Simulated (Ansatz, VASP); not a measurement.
One calculation of SiMo3, two programs

The input INCAR:

```
  PREC = Accurate
  ENCUT = 600
  EDIFF = 1E-6
  ISMEAR = 0
  SIGMA = 0.1
  LREAL = Auto
  LASPH = T
  NELM = 80
  ALGO = Fast
  ISIF = 3
  LWAVE = F
  LCHARG = F
  GGA = PS
  IBRION = 2
  NSW = 80
  EDIFFG = -0.015
```

Contents of KPOINTS:

```
Automatic mesh
0
Gamma
  6 6 6
```

POSCAR

```
SiMo3
1.0
   -4.8615836805      4.8615836805      0.0000000000
    0.0000000000      4.8615836805     -4.8615836805
   -4.8615836805      0.0000000000     -4.8615836805
Si Mo
4 12
Direct
    0.7500000000      0.7500000000      0.7500000000
    0.2500000000      0.2500000000      0.2500000000
    0.5000000000      0.5000000000      0.5000000000
    1.0000000000      0.0000000000      1.0000000000
    0.3750000000      0.1250000000      0.6250000000
    0.8750000000      0.6250000000      0.1250000000
    0.6250000000      0.8750000000      0.3750000000
    0.1250000000      0.3750000000      0.8750000000
    0.6250000000      0.1250000000      0.8750000000
    0.1250000000      0.6250000000      0.3750000000
    0.3750000000      0.8750000000      0.1250000000
    0.8750000000      0.3750000000      0.6250000000
    0.8750000000      0.1250000000      0.3750000000
    0.3750000000      0.6250000000      0.8750000000
    0.1250000000      0.8750000000      0.6250000000
    0.6250000000      0.3750000000      0.1250000000
```

Input for Ansatz:

```yaml
crystal:
  lattice:
    - [-4.8615836805, 4.8615836805, 0.0]
    - [0.0, 4.8615836805, -4.8615836805]
    - [-4.8615836805, 0.0, -4.8615836805]
  atoms:
    - { symbol: Si, position: [0.75, 0.75, 0.75] }
    - { symbol: Si, position: [0.25, 0.25, 0.25] }
    - { symbol: Si, position: [0.5, 0.5, 0.5] }
    - { symbol: Si, position: [1.0, 0.0, 1.0] }
    - { symbol: Mo, position: [0.375, 0.125, 0.625] }
    - { symbol: Mo, position: [0.875, 0.625, 0.125] }
    - { symbol: Mo, position: [0.625, 0.875, 0.375] }
    - { symbol: Mo, position: [0.125, 0.375, 0.875] }
    - { symbol: Mo, position: [0.625, 0.125, 0.875] }
    - { symbol: Mo, position: [0.125, 0.625, 0.375] }
    - { symbol: Mo, position: [0.375, 0.875, 0.125] }
    - { symbol: Mo, position: [0.875, 0.375, 0.625] }
    - { symbol: Mo, position: [0.875, 0.125, 0.375] }
    - { symbol: Mo, position: [0.375, 0.625, 0.875] }
    - { symbol: Mo, position: [0.125, 0.875, 0.625] }
    - { symbol: Mo, position: [0.625, 0.375, 0.125] }
basis:
  ecutwfc: 420
kpoints:
  mp_grid: { grid: [6, 6, 6] }
hamiltonian:
  xc: pbesol
scf:
  occupations: { method: gaussian, width: 0.1 }
output:
  forces: true
  stress: true
  eigenvalues: true
  write_density: true
  write_potential: true
  elf: true
  volumetric_format: npy
relax:
  adjacent_minimum: "off"
  f_tol: 0.015
  max_steps: 60
  cell: { stress_tol: 0.15 }
```

Alike in both runs: task relaxation of cell and atoms; functional PBEsol; k mesh 6 × 6 × 6; occupations gaussian, width 0.1 eV; no spin polarisation.

```csv
,VASP,Ansatz
version,VASP 6.6.1,Ansatz 0.2.0
potentials or method,"VASP PAW PBE potentials, release 64 (Si, Mo_sv), cutoff 600 eV","scalar-relativistic, plane waves, PAW"
valence electrons in the cell,184,184
```

Ansatz gave:

* gap on the k mesh at the Fermi level, each at its own relaxed structure (eV): none
* relaxed volume (Å³/atom): 14.35
* relaxed length of the cell vector where the two differ most in proportion (Å): 6.874

Question: Estimate VASP's values.

Answer: gap on the k mesh at the Fermi level, each at its own relaxed structure (eV): none; relaxed volume (Å³/atom): 14.38; relaxed length of the cell vector where the two differ most in proportion (Å): 6.878.

VASP's potentials were made for PBE, not for PBEsol. A gap of «none» marks a metal or a gap that the smearing closes.
